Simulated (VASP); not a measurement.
# Ga (I4_1/amd) in VASP: a series of runs, part 2 of 2

VASP 6.6.1. Earlier steps stand in the parts before.

## (7) Single point, PBE (13.36 Å³/atom)

This run uses another cell than the first one, of 13.36 Å³/atom.

The input, INCAR:

```
SYSTEM = Ga
PREC = Accurate ; ENCUT = 520
EDIFF = 1E-7 ; ISMEAR = -1
SIGMA = 0.08 ; LREAL = .FALSE.
LASPH = .TRUE. ; NELM = 60
ALGO = Normal ; ISIF = 2
LWAVE = .FALSE. ; LCHARG = .FALSE.
GGA = PE ; NBANDS = 20
```

The input, KPOINTS:

```
regular mesh
0
G
  17 17 17
  0 0 0
```

The input, POSCAR:

```
Ga
1.0
   -2.3360186131      2.3360186131      1.2240433368
    2.3360186131     -2.3360186131      1.2240433368
    2.3360186131      2.3360186131     -1.2240433368
Ga
2
Direct
   -0.3750000000     -0.1250000000     -0.2500000000
    0.3750000000      0.1250000000      0.2500000000
```

Potentials or basis: VASP PAW PBE potentials, release 64 (Ga_d).

Run with:

```sh
> cat potpaw_PBE.64/Ga_d/POTCAR > POTCAR
> mpirun -np 1 vasp_std > vasp.out
```

OUTCAR:

```text
SYSTEM = Ga
   PREC = Accurate
   ENCUT = 520
   EDIFF = 1E-7
   ISMEAR = -1
   LREAL = .FALSE.
   LASPH = .TRUE.
   NELM = 60
   ISIF = 2
   GGA = PE

 ion  position               nearest neighbor table
   1  0.625  0.875  0.750-   2 2.41   2 2.41   2 2.41   2 2.41
   2  0.375  0.125  0.250-   1 2.41   1 2.41   1 2.41   1 2.41

  LATTYP: Found a body centered tetragonal cell.
 ALAT       =     4.6720372262
 C/A-ratio  =     0.5239869794

  Lattice vectors:

 A1 = (  -2.3360186131,   2.3360186131,   1.2240433368)
 A2 = (   2.3360186131,  -2.3360186131,   1.2240433368)
 A3 = (   2.3360186131,   2.3360186131,  -1.2240433368)

Analysis of symmetry for initial positions (statically):
=====================================================================
 Subroutine PRICEL returns:
 Original cell was already a primitive cell.

 Routine SETGRP: Setting up the symmetry group for a
 body centered tetragonal supercell.

 Subroutine GETGRP returns: Found 16 space group operations
 (whereof  4 operations were pure point group operations)
 out of a pool of 16 trial point group operations.

The static configuration has the point symmetry C_2h.
 The point group associated with its full space group is D_4h.

Analysis of symmetry for dynamics (positions and initial velocities):
=====================================================================
 Subroutine PRICEL returns:
 Original cell was already a primitive cell.

 Routine SETGRP: Setting up the symmetry group for a
 body centered tetragonal supercell.

 Subroutine GETGRP returns: Found 16 space group operations
 (whereof  4 operations were pure point group operations)
 out of a pool of 16 trial point group operations.

The dynamic configuration has the point symmetry C_2h.
 The point group associated with its full space group is D_4h.

 Subroutine INISYM returns: Found 16 space group operations
 (whereof  4 operations are pure point group operations),
 and found     1 'primitive' translations

----------------------------------------------------------------------------------------

                                     Primitive cell

  volume of cell :      26.7183

  direct lattice vectors                    reciprocal lattice vectors
    -2.336018613  2.336018613  1.224043337     0.000000000  0.214039390  0.408482269
     2.336018613 -2.336018613  1.224043337     0.214039390  0.000000000  0.408482269
     2.336018613  2.336018613 -1.224043337     0.214039390  0.214039390  0.000000000

  length of vectors
     3.523102044  3.523102044  3.523102044     0.461162255  0.461162255  0.302697409

  position of ions in fractional coordinates (direct lattice)
     0.625000000  0.875000000  0.750000000
     0.375000000  0.125000000  0.250000000

  ion indices of the primitive-cell ions
   primitive index   ion index
                 1           1
                 2           2

----------------------------------------------------------------------------------------

 KPOINTS: regular mesh

Automatic generation of k-mesh.
 Grid dimensions read from file:
 generate k-points for:   17   17   17

 Generating k-lattice:

  Cartesian coordinates                     Fractional coordinates (reciprocal lattice)
     0.000000000  0.012590552  0.024028369     0.058823529  0.000000000 -0.000000000
     0.012590552  0.000000000  0.024028369     0.000000000  0.058823529 -0.000000000
     0.012590552  0.012590552  0.000000000     0.000000000  0.000000000  0.058823529

  Length of vectors
     0.027127191  0.027127191  0.017805730

  Shift w.r.t. Gamma in fractional coordinates (k-lattice)
     0.000000000  0.000000000  0.000000000

 Subroutine IBZKPT returns following result:
 ===========================================

 Found    405 irreducible k-points:

 Following reciprocal coordinates:
            Coordinates               Weight
  0.000000  0.000000  0.000000      1.000000
  0.058824 -0.000000  0.000000      8.000000
  0.117647  0.000000  0.000000      8.000000
  0.176471 -0.000000  0.000000      8.000000
  0.235294  0.000000  0.000000      8.000000
  0.294118  0.000000 -0.000000      8.000000
[... 16 lines left out ...]
 -0.176471  0.058824  0.000000     16.000000
 -0.117647  0.058824  0.000000     16.000000
 [... further k-points ...]
   k-points           NKPTS =    405   k-points in BZ     NKDIM =    405   number of bands    NBANDS=     20
   number of dos      NEDOS =    301   number of ions     NIONS =      2
   total plane-waves  NPLWV =  21952
   dimension x,y,z NGX =    28 NGY =   28 NGZ =   28
   dimension x,y,z NGXF=    56 NGYF=   56 NGZF=   56
   ions per type =               2
   NGX,Y,Z   is equivalent  to a cutoff of  13.21, 13.21, 13.21 a.u.
   NGXF,Y,Z  is equivalent  to a cutoff of  26.42, 26.42, 26.42 a.u.
 SYSTEM =  Ga
   PREC   = accura    normal or accurate (medium, high low for compatibility)
   ISTART =      0    job   : 0-new  1-cont  2-samecut
   ICHARG =      2    charge: 1-file 2-atom 10-const
   ISPIN  =      1    spin polarized calculation?
   LNONCOLLINEAR =      F non collinear calculations
   LSORBIT =      F    spin-orbit coupling
   LASPH  =      T    aspherical Exc in radial PAW
   ENCUT  =  520.0 eV  38.22 Ry    6.18 a.u.   6.55  6.55  6.55*2*pi/ulx,y,z
   NELM   =     60;   NELMIN=  2; NELMDL= -5     # of ELM steps
   EDIFF  = 0.1E-06   stopping-criterion for ELM
   LREAL  =      F    real-space projection
   EDIFFG = 0.1E-05   stopping-criterion for IOM
   NSW    =      0    number of steps for IOM
   IBRION =     -1    ionic relax: 0-MD 1-quasi-New 2-CG
   NFREE  =      0    steps in history (QN), initial steepest desc. (CG)
   ISIF   =      2    stress and relaxation
   ISYM   =      2    0-nonsym 1-usesym 2-fastsym
   POTIM  = 0.5000    time-step for ionic-motion
   TEBEG  =    0.0;   TEEND  =   0.0 temperature during run
   PSTRESS=    0.0 pullay stress
   NELECT =      26.0000    total number of electrons
   NUPDOWN=      -1.0000    fix difference up-down
   EMIN   =  10.00;   EMAX   =-10.00  energy-range for DOS
   EFERMI =   0.00;   METHOD = LEGACY
   ISMEAR =    -1;   SIGMA  =   0.08  broadening in eV -4-tet -1-fermi 0-gaus
   EFERMI_NEDOS =   21; number of points for ismear=-14 and -15
   IALGO  =     38    algorithm
   IMIX   =      4    mixing-type and parameters
     AMIX     =   0.40;   BMIX     =  1.00
     AMIX_MAG =   1.60;   BMIX_MAG =  1.00
  volume/ion in A,a.u.               =      13.36        90.15
  Fermi-wavevector in a.u.,A,eV,Ry     =   1.622294  3.065691 35.808315  2.631837
  Thomas-Fermi vector in A             =   2.715930
   LORBIT       =      0    0 simple, 1 ext, 2 COOP (PROOUT), +10 PAW based schemes
   GGA     = PE    functional components
   LHFCALC =     F    Hartree Fock is set to
   AEXX    =    0.0000 exact exchange contribution
   IVDW    =     0    specifies the selected vdW correction
   LEPSILON=     F    determine dielectric tensor
   LRPA    =     F    only Hartree local field effects (RPA)
 non-spin polarized calculation
  energy-cutoff  :      520.00
  volume of cell :       26.72
 maximum number of plane-waves:       737
   NGX = 13   NGY = 13   NGZ = 13

 number of electron      25.9999999 magnetization

 Free energy of the ion-electron system (eV)
  ---------------------------------------------------
  ext. energy  EPLUGINS =         0.00000000
  ---------------------------------------------------
  free energy    TOTEN  =        -4.38717338 eV

  energy without entropy =       -4.37108048  energy(sigma->0) =       -4.37912693

 E-fermi :   9.0861     XC(G=0): -12.8085

 val. band max:        9.0813267583   @ k =  -0.4118   0.0588   0.0000
 cond. band min:       9.0915762025   @ k =  -0.2353  -0.2353   0.2353
 fundamental gap:      0.0102494442
 Fermi energy:         9.0861223085

 k-point     1 :       0.0000    0.0000    0.0000
  band No.  band energies     occupation
      1      -6.8174      2.00000
      2      -6.7240      2.00000
      3      -6.6497      2.00000
      4      -6.6495      2.00000
      5      -5.9535      2.00000
      6      -5.9535      2.00000
[... 12 lines left out ...]
     19      25.3788      0.00000
     20      25.6963      0.00000

 k-point     2 :       0.0588   -0.0000    0.0000
  band No.  band energies     occupation
      1      -6.8136      2.00000
      2      -6.7112      2.00000
      3      -6.6263      2.00000
      4      -6.6147      2.00000
      5      -5.9909      2.00000
      6      -5.9895      2.00000
[... 498 lines left out ...]
 k-point    24 :      -0.1176    0.0588    0.0000
  band No.  band energies     occupation
      1      -6.8004      2.00000
      2      -6.6930      2.00000
      3      -6.6305      2.00000
      4      -6.6196      2.00000
      5      -5.9908      2.00000
      6      -5.9829      2.00000
[... 12 lines left out ...]
     19      23.9356      0.00000
     20      25.9740      0.00000

 [... further k-points ...]
[... 5 lines left out ...]
  --------------------------------------------------------------------------------------
  -------------------------------------------------------------------------------------
  Total        8.1806572      8.1806572      8.1872282     -0.0000000      0.0000000      0.0000000
  in kB      490.5569057    490.5569057    490.9509386     -0.0000000      0.0000000      0.0000000
  external PRESSURE =     490.6882500 kB  Pullay stress =       0.0000000 kB

 VOLUME and BASIS-vectors are now :
 -----------------------------------------------------------------------------
  energy-cutoff  :      520.00
  volume of cell :       26.72
      direct lattice vectors                 reciprocal lattice vectors
    -2.336018613  2.336018613  1.224043337     0.000000000  0.214039390  0.408482269
     2.336018613 -2.336018613  1.224043337     0.214039390  0.000000000  0.408482269
     2.336018613  2.336018613 -1.224043337     0.214039390  0.214039390  0.000000000

 POSITION                                       TOTAL-FORCE (eV/Angst)
 -----------------------------------------------------------------------------------
      2.33602      1.16801      0.91803        -0.000000      0.000000      0.000000
      0.00000      1.16801      0.30601         0.000000     -0.000000     -0.000000
 -----------------------------------------------------------------------------------
    total drift:                                0.000000      0.000000     -0.000000

  FREE ENERGIE OF THE ION-ELECTRON SYSTEM (eV)
  ---------------------------------------------------
  free  energy   TOTEN  =        -4.3871733772 eV

  energy  without entropy=       -4.3710804752  energy(sigma->0) =       -4.37912693
```

OSZICAR:

```text
N       E                     dE             d eps       ncg     rms          rms(c)
DAV:   1     0.124137467567E+03    0.12414E+03   -0.12841E+04 18148   0.269E+03
DAV:   2     0.512462511675E+01   -0.11901E+03   -0.11543E+03 16592   0.377E+02
DAV:   3    -0.435433585304E+01   -0.94790E+01   -0.94315E+01 18116   0.909E+01
DAV:   4    -0.447262622152E+01   -0.11829E+00   -0.11823E+00 18984   0.110E+01
DAV:   5    -0.447461869850E+01   -0.19925E-02   -0.19924E-02 18996   0.136E+00    0.214E+00
DAV:   6    -0.440560082876E+01    0.69018E-01   -0.12184E-01 22048   0.760E+00    0.104E+00
DAV:   7    -0.438931363653E+01    0.16287E-01   -0.24093E-02 23076   0.265E+00    0.257E-01
DAV:   8    -0.438716237304E+01    0.21513E-02   -0.35118E-03 19224   0.910E-01    0.235E-02
DAV:   9    -0.438717524148E+01   -0.12868E-04   -0.98585E-05 20468   0.104E-01    0.868E-03
DAV:  10    -0.438717375173E+01    0.14898E-05   -0.50983E-06 18864   0.275E-02    0.791E-04
DAV:  11    -0.438717340642E+01    0.34531E-06   -0.48039E-07 18940   0.118E-02    0.637E-04
DAV:  12    -0.438717337716E+01    0.29258E-07   -0.50360E-08 11440   0.420E-03
   1 F= -.43871734E+01 E0= -.43791269E+01  d E =-.160929E-01
```

stdout:

```text
POSCAR found type information on POSCAR Ga
 POSCAR found :  1 types and       2 ions
 scaLAPACK will be used
 LDA part: xc-table for (Slater+PW92), standard interpolation
 POSCAR, INCAR and KPOINTS ok, starting setup
 FFT: planning ... GRIDC
 FFT: planning ... GRID_SOFT
 FFT: planning ... GRID
 WAVECAR not read
 entering main loop
```

It took 2.5 min on 1 thread of AMD EPYC 9R45 (Zen 5), shared host; peak memory 0.26 GiB.

What came out:

```
Free energy            : -4.3872 eV
Pressure               : 49.1 GPa
Band gap on the k mesh : zero (bands 13 and 14 overlap by 9.77 eV)
```

Levels at points of the mesh, in eV from the Fermi level:
```csv
k point,band 9,band 10,band 11,band 12,band 13,band 14,band 15,band 16,band 17,band 18
"(0.00, 0.00, 0.00)",-14.84,-14.63,-13.93,-1.02,-1.02,0.96,4.36,12.70,12.70,15.36
```

Caveat: the cell stands under pressure.

## (8) Overview

```csv
cell,gap on the mesh (eV),pressure (GPa)
"a = 3.025 Å, angles 96.9, 96.9, 139.4°, 2 atoms",none,317.6
"a = 3.182 Å, angles 96.9, 96.9, 139.4°, 2 atoms",none,183.0
"a = 3.343 Å, angles 96.9, 96.9, 139.4°, 2 atoms",none,101.7
"a = 3.523 Å, angles 96.9, 96.9, 139.3°, 2 atoms",none,49.1
```

Alike in all rows: task single point; level PBE; potentials or basis VASP PAW PBE potentials, release 64 (Ga_d); no spin polarisation; k mesh 17 × 17 × 17; cutoff (eV) 520; smearing fermi-dirac 0.08 eV.

Caveats: the cell stands under pressure.

Total energies depend on the potentials used, so only differences within one code and one set of settings carry meaning.
